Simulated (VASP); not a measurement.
# NiO (Pm-3m) in VASP: notebook, part 2 of 2

VASP 6.6.1. The steps go on from the part before.

## Step 3: Single point, PBE, collinear spin, ferromagnetic start

This run uses another cell than the first one, of 7.38 Å³/atom, 0.940 times its volume.

INCAR

```
SYSTEM = NiO
PREC     = Accurate       ! precision mode
ENCUT    = 520            ! plane-wave cutoff, eV
EDIFF    = 1E-6           ! SCF threshold, eV
ISMEAR   = -1             ! smearing method
SIGMA    = 0.05           ! smearing width, eV
LREAL    = .False.        ! projectors in reciprocal space
LASPH    = .True.         ! aspherical terms in the spheres
NELM     = 150            ! most SCF steps
ALGO     = Normal         ! electronic algorithm
ISIF     = 2              ! what is computed and relaxed
LWAVE    = .False.        ! write WAVECAR
LCHARG   = .False.        ! write CHGCAR
ISPIN    = 2              ! spin polarisation
MAGMOM   = 1 0            ! initial moments
LORBIT   = 11             ! projections on sites
LMAXMIX  = 4              ! l up to which the mixer works
GGA      = PE             ! functional
NBANDS   = 19             ! bands
```

KPOINTS

```
Automatic mesh
0
Gamma
  11 11 11
  0 0 0
```

POSCAR

```
NiO
1.0
    2.4534864339      0.0000000000      0.0000000000
    0.0000000000      2.4534864339      0.0000000000
    0.0000000000      0.0000000000      2.4534864339
Ni O
1 1
Direct
    0.0000000000      0.0000000000      0.0000000000
    0.5000000000      0.5000000000      0.5000000000
```

Potentials or basis: VASP PAW PBE potentials, release 64 (Ni, O).

Command:

```sh
cat potpaw_PBE.64/Ni/POTCAR potpaw_PBE.64/O/POTCAR > POTCAR
mpirun -np 1 vasp_std > vasp.out
```

OUTCAR:

```text
SYSTEM = NiO
   PREC = Accurate
   ENCUT = 520
   EDIFF = 1E-6
   ISMEAR = -1
   LREAL = .False.
   LASPH = .True.
   NELM = 150
   ISIF = 2
   ISPIN = 2
   LORBIT = 11
   GGA = PE

 ion  position               nearest neighbor table
   1  0.000  0.000  0.000-   2 2.12   2 2.12   2 2.12   2 2.12   2 2.12   2 2.12   2 2.12   2 2.12

   2  0.500  0.500  0.500-   1 2.12   1 2.12   1 2.12   1 2.12   1 2.12   1 2.12   1 2.12   1 2.12

  LATTYP: Found a simple cubic cell.
 ALAT       =     2.4534864339

  Lattice vectors:

 A1 = (   2.4534864339,   0.0000000000,   0.0000000000)
 A2 = (   0.0000000000,   2.4534864339,   0.0000000000)
 A3 = (   0.0000000000,   0.0000000000,   2.4534864339)

Analysis of symmetry for initial positions (statically):
=====================================================================
 Subroutine PRICEL returns:
 Original cell was already a primitive cell.

 Routine SETGRP: Setting up the symmetry group for a
 simple cubic supercell.

 Subroutine GETGRP returns: Found 48 space group operations
 (whereof 48 operations were pure point group operations)
 out of a pool of 48 trial point group operations.

The static configuration has the point symmetry O_h .

Analysis of symmetry for dynamics (positions and initial velocities):
=====================================================================
 Subroutine PRICEL returns:
 Original cell was already a primitive cell.

 Routine SETGRP: Setting up the symmetry group for a
 simple cubic supercell.

 Subroutine GETGRP returns: Found 48 space group operations
 (whereof 48 operations were pure point group operations)
 out of a pool of 48 trial point group operations.

The dynamic configuration has the point symmetry O_h .

Analysis of structural, dynamic, and magnetic symmetry:
=====================================================================
 Subroutine PRICEL returns:
 Original cell was already a primitive cell.

 Routine SETGRP: Setting up the symmetry group for a
 simple cubic supercell.
[... 148 lines left out ...]
  ext. energy  EPLUGINS =         0.00000000
  ---------------------------------------------------
  free energy    TOTEN  =       -10.13880758 eV

  energy without entropy =      -10.12193265  energy(sigma->0) =      -10.13037011

 E-fermi :  10.8514     XC(G=0): -14.1108

 val. band max:       10.8191450812   @ k =   0.4545   0.4545   0.2727
 cond. band min:      10.8787713465   @ k =   0.4545   0.3636   0.2727
 fundamental gap:      0.0596262653
 Fermi energy:        10.8514288759

 spin component 1

 k-point     1 :       0.0000    0.0000    0.0000
  band No.  band energies     occupation
      1     -11.1607      1.00000
      2       7.0958      1.00000
      3       7.0958      1.00000
      4       7.6075      1.00000
      5       7.6075      1.00000
      6       7.6075      1.00000
[... 517 lines left out ...]
     18      44.5199      0.00000
     19      48.9013      0.00000

 [... further k-points ...]

 spin component 2

 k-point     1 :       0.0000    0.0000    0.0000
  band No.  band energies     occupation
      1     -11.1601      1.00000
      2       7.0966      1.00000
      3       7.0966      1.00000
      4       7.6082      1.00000
      5       7.6082      1.00000
      6       7.6082      1.00000
[... 517 lines left out ...]
     18      44.5202      0.00000
     19      48.9017      0.00000

 [... further k-points ...]

------------------------ aborting loop because EDIFF is reached ----------------------------------------

  FORCE on cell =-STRESS in cart. coord.  units (eV):
  Direction    XX          YY          ZZ          XY          YZ          ZX
  --------------------------------------------------------------------------------------
  -------------------------------------------------------------------------------------
  Total        4.2656077      4.2656077      4.2656077      0.0000000      0.0000000     -0.0000000
  in kB      462.7436939    462.7436939    462.7436939      0.0000000      0.0000000     -0.0000000
  external PRESSURE =     462.7436939 kB  Pullay stress =       0.0000000 kB

 VOLUME and BASIS-vectors are now :
 -----------------------------------------------------------------------------
  energy-cutoff  :      520.00
  volume of cell :       14.77
      direct lattice vectors                 reciprocal lattice vectors
     2.453486434  0.000000000  0.000000000     0.407583260  0.000000000  0.000000000
     0.000000000  2.453486434  0.000000000     0.000000000  0.407583260  0.000000000
     0.000000000  0.000000000  2.453486434     0.000000000  0.000000000  0.407583260

 POSITION                                       TOTAL-FORCE (eV/Angst)
 -----------------------------------------------------------------------------------
      0.00000      0.00000      0.00000         0.000000      0.000000      0.000000
      1.22674      1.22674      1.22674         0.000000      0.000000      0.000000
 -----------------------------------------------------------------------------------
    total drift:                                0.000000     -0.000000     -0.000000

  FREE ENERGIE OF THE ION-ELECTRON SYSTEM (eV)
  ---------------------------------------------------
  free  energy   TOTEN  =       -10.1388075765 eV

  energy  without entropy=      -10.1219326455  energy(sigma->0) =      -10.13037011

 total charge

# of ion       s       p       d       tot
------------------------------------------
    1        0.366   0.500   8.450   9.315
    2        1.608   3.347   0.000   4.955
--------------------------------------------------
tot          1.974   3.847   8.450  14.271

 magnetization (x)

# of ion       s       p       d       tot
------------------------------------------
    1       -0.000  -0.000   0.001   0.001
    2        0.000   0.000   0.000   0.000
--------------------------------------------------
tot          0.000   0.000   0.001   0.001
```

stdout:

```text
POSCAR found type information on POSCAR NiO
 POSCAR found :  2 types and       2 ions
 scaLAPACK will be used
 LDA part: xc-table for (Slater+PW92), standard interpolation
 POSCAR, INCAR and KPOINTS ok, starting setup
 FFT: planning ... GRIDC
 FFT: planning ... GRID_SOFT
 FFT: planning ... GRID
 WAVECAR not read
 entering main loop
```

It took 22 s on 1 thread of Intel Xeon 6975P-C (Granite Rapids), shared host; peak memory 0.13 GiB.

Results:

```yaml
Free_energy: -10.1388 eV
Pressure: 46.3 GPa
Band_gap_on_the_k_mesh: zero (filled and empty bands overlap)
Net_moment: 0.00 μB per cell
Valence_electrons_inside_the_program's_atomic_spheres: Ni 9.31; O 4.96
```

Levels at points of the mesh, in eV from the Fermi level:
Spin up:
```
           k point  band 5  band 6  band 7  band 8  band 9  band 10  band 11  band 12
(0.00, 0.00, 0.00)   -3.24   -3.24   -0.93   -0.93   -0.93     2.35    17.07    17.07
```
Spin down:
```tsv
k point	band 6	band 7	band 8	band 9	band 10	band 11
(0.00, 0.00, 0.00)	-3.24	-0.93	-0.93	-0.93	2.35	17.07
```

Caveat: semilocal functionals often make such compounds metallic where correlation or magnetic order opens a gap, which also shifts bond lengths. With open d or f shells a metallic result of PBE can be an artefact of self-interaction; +U or a hybrid may open a gap.

## Step 4: Single point, PBE, collinear spin, ferromagnetic start

This run uses another cell than the first one, of 7.54 Å³/atom, 0.960 times its volume.

INCAR

```
SYSTEM = NiO
PREC = Accurate ; ENCUT = 520
EDIFF = 1E-7 ; ISMEAR = -1
SIGMA = 0.05 ; LREAL = .False.
LASPH = .True. ; NELM = 150
ALGO = Normal ; ISIF = 2
LWAVE = .False. ; LCHARG = .False.
ISPIN = 2 ; MAGMOM = 1 0
LORBIT = 11 ; LMAXMIX = 4
GGA = PE ; NBANDS = 19
```

KPOINTS is that of step 3.

POSCAR

```
NiO
1.0
    2.4707650767      0.0000000000      0.0000000000
    0.0000000000      2.4707650767      0.0000000000
    0.0000000000      0.0000000000      2.4707650767
Ni O
1 1
Direct
    0.0000000000      0.0000000000      0.0000000000
    0.5000000000      0.5000000000      0.5000000000
```

Command:

```sh
cat potpaw_PBE.64/Ni/POTCAR potpaw_PBE.64/O/POTCAR > POTCAR
mpirun -np 1 vasp_std > vasp.out
```

Run time: 44 s. Hardware: 1 thread of Intel Xeon 6975P-C (Granite Rapids), shared host; peak memory 0.14 GiB.

It converged, with:

- Free energy: -10.2216 eV
- Pressure: 38.0 GPa
- Band gap on the k mesh: zero (filled and empty bands overlap)
- Net moment: 0.00 μB per cell
- Valence electrons inside the program's atomic spheres: Ni 9.27; O 4.94

Levels at points of the mesh, in eV from the Fermi level:
Spin up:
```csv
k point,band 4,band 5,band 6,band 7,band 8,band 9,band 10,band 11,band 12,band 13
"(0.00, 0.00, 0.00)",-3.15,-3.15,-3.15,-0.90,-0.90,-0.90,2.18,16.95,16.95,22.88
```
Spin down:
| k point | band 4 | band 5 | band 6 | band 7 | band 8 | band 9 | band 10 | band 11 | band 12 | band 13 |
| --- | --- | --- | --- | --- | --- | --- | --- | --- | --- | --- |
| (0.00, 0.00, 0.00) | -3.15 | -3.15 | -3.15 | -0.90 | -0.90 | -0.90 | 2.18 | 16.95 | 16.95 | 22.88 |

Caveat: semilocal functionals often make such compounds metallic where correlation or magnetic order opens a gap, which also shifts bond lengths. With open d or f shells a metallic result of PBE can be an artefact of self-interaction; +U or a hybrid may open a gap.

## Step 5: Single point, PBE, collinear spin, ferromagnetic start

This run uses another cell than the first one, of 8.01 Å³/atom, 1.020 times its volume.

INCAR

```
  ALGO = Normal
  EDIFF = 1E-6
  ENCUT = 520
  GGA = PE
  ISIF = 2
  ISMEAR = -1
  ISPIN = 2
  LASPH = True
  LCHARG = False
  LMAXMIX = 4
  LORBIT = 11
  LREAL = False
  LWAVE = False
  MAGMOM = 1 0
  NBANDS = 19
  NELM = 150
  PREC = Accurate
  SIGMA = 0.05
```

KPOINTS

```
k-points
0
Gamma
  11 11 11
```

POSCAR

```
NiO
1.0
    2.5212027202      0.0000000000      0.0000000000
    0.0000000000      2.5212027202      0.0000000000
    0.0000000000      0.0000000000      2.5212027202
Ni O
1 1
Direct
    0.0000000000      0.0000000000      0.0000000000
    0.5000000000      0.5000000000      0.5000000000
```

Command:

```sh
cat potpaw_PBE.64/Ni/POTCAR potpaw_PBE.64/O/POTCAR > POTCAR
mpirun -np 1 vasp_std > vasp.out
```

Wall time 23 s (1 thread of Intel Xeon 6975P-C (Granite Rapids), shared host); peak memory 0.15 GiB.

Results (log left out):

```
Free energy                                           : -10.3820 eV
Pressure                                              : 20.1 GPa
Net moment                                            : 0.98 μB per cell
Site moments                                          : Ni +0.75; O +0.21 μB
Valence electrons inside the program's atomic spheres : Ni 9.13; O 4.92
```

Levels at points of the mesh, in eV from the Fermi level:
Spin up:
```tsv
k point	band 5	band 6	band 7	band 8	band 9	band 10	band 11	band 12	band 13	band 14
(0.00, 0.00, 0.00)	-2.95	-2.95	-1.39	-1.39	-1.39	1.64	16.51	16.51	21.81	21.81
```
Spin down:
| k point | band 4 | band 5 | band 6 | band 7 | band 8 | band 9 | band 10 | band 11 |
| --- | --- | --- | --- | --- | --- | --- | --- | --- |
| (0.00, 0.00, 0.00) | -2.57 | -2.57 | -2.57 | -0.49 | -0.49 | -0.49 | 1.86 | 16.67 |

Caveat: a cell with one magnetic atom can't hold antiferromagnetic order, which such compounds often take; semilocal functionals often make such compounds metallic where correlation or magnetic order opens a gap, which also shifts bond lengths. With open d or f shells a metallic result of PBE can be an artefact of self-interaction; +U or a hybrid may open a gap.

## Step 6: Summary

```csv
cell,gap on the mesh (eV),pressure (GPa),moment (μB)
"a = 2.505 Å, 2 atoms",none,25.2,0.77
"a = 2.453 Å, 2 atoms",none,46.3,0.00
"a = 2.471 Å, 2 atoms",none,38.0,0.00
"a = 2.521 Å, 2 atoms",none,20.1,0.98
```

Alike in all rows: task single point; level PBE; potentials or basis VASP PAW PBE potentials, release 64 (Ni, O); spin collinear, ferromagnetic start; k mesh 11 × 11 × 11; cutoff (eV) 520; smearing fermi-dirac 0.05 eV.

Caveats: semilocal functionals often make such compounds metallic where correlation or magnetic order opens a gap, which also shifts bond lengths; a cell with one magnetic atom can't hold antiferromagnetic order, which such compounds often take (some runs).

Total energies depend on the potentials used, so only differences within one code and one set of settings carry meaning.
